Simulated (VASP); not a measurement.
# Si4IrPt2 (C2/m) in VASP: single point with PBE

Aim: the single point of Si4IrPt2 with PBE.

All numbers are computed with VASP 6.6.1; they aren't measurements. Logs are shortened: lines on timing, memory, paths and dates and some standing lists are left out, and cuts for length are marked.

### 1 The cell of the first run

Symmetry: C2/m, No. 12, monoclinic system. The conventional cell has a = 11.919 Å, b = 3.649 Å, c = 5.162 Å, α = 90.00°, β = 94.59°, γ = 90.00°. Si (site symmetry m) has 1 Ir at 2.41 Å and 4 Pt at 2.48 to 2.59 Å and 11 Si at 3.02 to 3.65 Å within 3.7 Å. Within 3.1 Å of Si (site symmetry m) lie 1 Si at 2.36 Å and 2 Ir at 2.44 Å and 2 Pt at 2.57 Å. Ir (site symmetry 2/m) has 6 Si at 2.41 to 2.44 Å and 2 Pt at 2.76 Å within 3.2 Å. Within 3.3 Å of Pt (site symmetry m) lie 6 Si at 2.48 to 2.59 Å and 1 Ir at 2.76 Å and 2 Pt at 2.82 Å.

### 2 Single point, PBE

The input, INCAR:

```
SYSTEM = Si4IrPt2
ALGO = Normal
EDIFF = 1E-6
ENCUT = 520
GGA = PE
ISIF = 2
ISMEAR = 0
LASPH = .True.
LCHARG = .True.
LELF = .True.
LREAL = .False.
LVHAR = .True.
LWAVE = .False.
NBANDS = 32
NELM = 80
PREC = Accurate
SIGMA = 0.1
```

The input, KPOINTS:

```
k-points
0
Gamma
  10 10 6
  0 0 0
```

The input, POSCAR:

```
Si4IrPt2
1.0
    5.9594047699     -1.8242870020     -0.0305841245
    5.9594047699      1.8242870020     -0.0305841245
   -0.3866125397      0.0000000000      5.1470635881
Si Ir Pt
4 1 2
Direct
    0.1803322962      0.1803322962      0.8186348734
    0.8196677038      0.8196677038      0.1813651266
    0.4550229031      0.4550229031      0.6953812109
    0.5449770969      0.5449770969      0.3046187891
    0.0000000000      0.0000000000      0.0000000000
    0.1968763312      0.1968763312      0.3215553118
    0.8031236688      0.8031236688      0.6784446882
```

Potentials or basis: VASP PAW PBE potentials, release 64 (Si, Ir, Pt).

Started as:

```console
$ cat potpaw_PBE.64/Si/POTCAR potpaw_PBE.64/Ir/POTCAR potpaw_PBE.64/Pt/POTCAR > POTCAR
$ mpirun -np 1 vasp_std > vasp.out
```

OUTCAR:

```text
SYSTEM = Si4IrPt2
   EDIFF = 1E-6
   ENCUT = 520
   GGA = PE
   ISIF = 2
   ISMEAR = 0
   LASPH = .True.
   LREAL = .False.
   NELM = 80
   PREC = Accurate

 ion  position               nearest neighbor table
   1  0.180  0.180  0.819-   5 2.41   7 2.48   7 2.48   6 2.59   6 2.59   2 3.02   2 3.02
   2  0.820  0.820  0.181-   5 2.41   6 2.48   6 2.48   7 2.59   7 2.59   1 3.02   1 3.02
   3  0.455  0.455  0.695-   4 2.36   5 2.44   5 2.44   7 2.57   7 2.57
   4  0.545  0.545  0.305-   3 2.36   5 2.44   5 2.44   6 2.57   6 2.57
   5  0.000  0.000  0.000-   1 2.41   2 2.41   4 2.44   4 2.44   3 2.44   3 2.44   6 2.76   7 2.76

   6  0.197  0.197  0.322-   2 2.48   2 2.48   4 2.57   4 2.57   1 2.59   1 2.59   5 2.76   7 2.82
                             7 2.82
   7  0.803  0.803  0.678-   1 2.48   1 2.48   3 2.57   3 2.57   2 2.59   2 2.59   5 2.76   6 2.82
                             6 2.82

  LATTYP: Found a base centered monoclinic cell.
 ALAT       =    11.9189664989
 B/A-ratio  =     0.3061149643
 C/A-ratio  =     0.4330545793
 COS(beta)  =    -0.0800188287

  Lattice vectors:

 A1 = (   5.9594047699,  -1.8242870020,  -0.0305841245)
 A2 = (   5.9594047699,   1.8242870020,  -0.0305841245)
 A3 = (  -0.3866125397,   0.0000000000,   5.1470635881)

Analysis of symmetry for initial positions (statically):
=====================================================================
 Subroutine PRICEL returns:
 Original cell was already a primitive cell.

 Routine SETGRP: Setting up the symmetry group for a
 base centered monoclinic supercell.

 Subroutine GETGRP returns: Found  4 space group operations
 (whereof  4 operations were pure point group operations)
 out of a pool of  4 trial point group operations.

The static configuration has the point symmetry C_2h.

Analysis of symmetry for dynamics (positions and initial velocities):
=====================================================================
 Subroutine PRICEL returns:
 Original cell was already a primitive cell.

 Routine SETGRP: Setting up the symmetry group for a
 base centered monoclinic supercell.

 Subroutine GETGRP returns: Found  4 space group operations
 (whereof  4 operations were pure point group operations)
 out of a pool of  4 trial point group operations.

The dynamic configuration has the point symmetry C_2h.

 Subroutine INISYM returns: Found  4 space group operations
 (whereof  4 operations are pure point group operations),
 and found     1 'primitive' translations

[... 108 lines left out ...]
   IBRION =     -1    ionic relax: 0-MD 1-quasi-New 2-CG
   NFREE  =      0    steps in history (QN), initial steepest desc. (CG)
   ISIF   =      2    stress and relaxation
   ISYM   =      2    0-nonsym 1-usesym 2-fastsym
   POTIM  = 0.5000    time-step for ionic-motion
   TEBEG  =    0.0;   TEEND  =   0.0 temperature during run
   PSTRESS=    0.0 pullay stress
   NELECT =      45.0000    total number of electrons
   NUPDOWN=      -1.0000    fix difference up-down
   EMIN   =  10.00;   EMAX   =-10.00  energy-range for DOS
   EFERMI =   0.00;   METHOD = LEGACY
   ISMEAR =     0;   SIGMA  =   0.10  broadening in eV -4-tet -1-fermi 0-gaus
   EFERMI_NEDOS =   21; number of points for ismear=-14 and -15
   IALGO  =     38    algorithm
   IMIX   =      4    mixing-type and parameters
     AMIX     =   0.40;   BMIX     =  1.00
     AMIX_MAG =   1.60;   BMIX_MAG =  1.00
  volume/ion in A,a.u.               =      15.98       107.85
  Fermi-wavevector in a.u.,A,eV,Ry     =   1.208480  2.283697 19.870288  1.460425
  Thomas-Fermi vector in A             =   2.344087
   LORBIT       =      0    0 simple, 1 ext, 2 COOP (PROOUT), +10 PAW based schemes
   GGA     = PE    functional components
   LHFCALC =     F    Hartree Fock is set to
   AEXX    =    0.0000 exact exchange contribution
   IVDW    =     0    specifies the selected vdW correction
   LEPSILON=     F    determine dielectric tensor
   LRPA    =     F    only Hartree local field effects (RPA)
 non-spin polarized calculation
 Gauss-broadening in eV      SIGMA  =   0.10
  energy-cutoff  :      520.00
  volume of cell :      111.87
 maximum number of plane-waves:      3036
 NGX is ok and might be reduce to    48
   NGX = 23   NGY = 23   NGZ = 19

 number of electron      45.0000000 magnetization

 Free energy of the ion-electron system (eV)
  ---------------------------------------------------
  ext. energy  EPLUGINS =         0.00000000
  ---------------------------------------------------
  free energy    TOTEN  =       -46.21173070 eV

  energy without entropy =      -46.19704894  energy(sigma->0) =      -46.20438982

 E-fermi :   9.1590     XC(G=0): -11.6289

 val. band max:        9.1574196833   @ k =  -0.4000   0.3000   0.1667
 cond. band min:       9.1607611763   @ k =   0.4000   0.2000   0.5000
 fundamental gap:      0.0033414931
 Fermi energy:         9.1590218257

 k-point     1 :       0.0000    0.0000    0.0000
  band No.  band energies     occupation
      1      -3.1294      2.00000
      2      -0.1172      2.00000
      3       0.5922      2.00000
      4       1.6331      2.00000
      5       2.7316      2.00000
      6       3.0427      2.00000
[... 829 lines left out ...]
     31      14.5559      0.00000
     32      15.2985      0.00000

 [... further k-points ...]

------------------------ aborting loop because EDIFF is reached ----------------------------------------

  FORCE on cell =-STRESS in cart. coord.  units (eV):
  Direction    XX          YY          ZZ          XY          YZ          ZX
  --------------------------------------------------------------------------------------
  -------------------------------------------------------------------------------------
  Total       -0.0010542     -0.0369166     -0.0344146      0.0000000      0.0000000     -0.0023336
  in kB       -0.0150973     -0.5287055     -0.4928733      0.0000000      0.0000000     -0.0334209
  external PRESSURE =      -0.3455587 kB  Pullay stress =       0.0000000 kB

 VOLUME and BASIS-vectors are now :
 -----------------------------------------------------------------------------
  energy-cutoff  :      520.00
  volume of cell :      111.87
      direct lattice vectors                 reciprocal lattice vectors
     5.959404770 -1.824287002 -0.030584125     0.083933352 -0.274079681  0.006304505
     5.959404770  1.824287002 -0.030584125     0.083933352  0.274079681  0.006304505
    -0.386612540  0.000000000  5.147063588     0.000997473  0.000000000  0.194360458

 POSITION                                       TOTAL-FORCE (eV/Angst)
 -----------------------------------------------------------------------------------
      1.83285      0.00000      4.20254         0.016617      0.000000     -0.002620
      9.69935      0.00000      0.88336        -0.016617      0.000000      0.002620
      5.15449      0.00000      3.55134        -0.006941      0.000000     -0.015972
      6.37771      0.00000      1.53456         0.006941      0.000000      0.015972
      0.00000      0.00000      0.00000         0.000000      0.000000      0.000000
      2.22221      0.00000      1.64302         0.006789      0.000000      0.002625
      9.30998      0.00000      3.44287        -0.006789      0.000000     -0.002625
 -----------------------------------------------------------------------------------
    total drift:                                0.000000      0.000000      0.000000

  FREE ENERGIE OF THE ION-ELECTRON SYSTEM (eV)
  ---------------------------------------------------
  free  energy   TOTEN  =       -46.2117307009 eV

  energy  without entropy=      -46.1970489410  energy(sigma->0) =      -46.20438982
```

OSZICAR:

```text
N       E                     dE             d eps       ncg     rms          rms(c)
DAV:   1     0.240492187389E+03    0.24049E+03   -0.19526E+04 11016   0.126E+03
DAV:   2    -0.319678526979E+02   -0.27246E+03   -0.24767E+03 11488   0.268E+02
DAV:   3    -0.482067804415E+02   -0.16239E+02   -0.15571E+02 14448   0.635E+01
DAV:   4    -0.485928123598E+02   -0.38603E+00   -0.38478E+00 13200   0.111E+01
DAV:   5    -0.486031579813E+02   -0.10346E-01   -0.10341E-01 14232   0.177E+00    0.230E+01
DAV:   6    -0.467118347207E+02    0.18913E+01   -0.12997E+01 13320   0.248E+01    0.104E+01
DAV:   7    -0.463306127850E+02    0.38122E+00   -0.24165E+00 12640   0.149E+01    0.505E+00
DAV:   8    -0.462427604762E+02    0.87852E-01   -0.41859E-01 15872   0.722E+00    0.244E+00
DAV:   9    -0.462128227598E+02    0.29938E-01   -0.10673E-01 15456   0.353E+00    0.560E-01
DAV:  10    -0.462117260214E+02    0.10967E-02   -0.10416E-02 13432   0.798E-01    0.378E-01
DAV:  11    -0.462117785371E+02   -0.52516E-04   -0.13596E-03 14048   0.258E-01    0.122E-01
DAV:  12    -0.462117295100E+02    0.49027E-04   -0.33198E-04 16392   0.161E-01    0.174E-02
DAV:  13    -0.462117306910E+02   -0.11810E-05   -0.34164E-05 14392   0.445E-02    0.807E-03
DAV:  14    -0.462117307009E+02   -0.99076E-08   -0.26522E-06 10592   0.118E-02
   1 F= -.46211731E+02 E0= -.46204390E+02  d E =-.146818E-01
```

It took 10 min on 1 thread of Intel Xeon Platinum 8488C (Sapphire Rapids), shared host; peak memory 0.71 GiB.

What came out:

```yaml
Free_energy: -46.2117 eV
Pressure: 0.0 GPa
Largest_force: 0.017 eV/Å
Band_gap_on_the_k_mesh: zero (an odd number of electrons rules out a gap without spin polarisation)
```

Forces in eV/Å, atoms in the order of the input:
```
Si   0.017  0.000 -0.003
Si  -0.017  0.000  0.003
Si  -0.007  0.000 -0.016
Si   0.007  0.000  0.016
Ir   0.000  0.000  0.000
Pt   0.007  0.000  0.003
Pt  -0.007  0.000 -0.003
```

Caveat: spin-orbit coupling is left out, which moves the levels of the heavy elements.
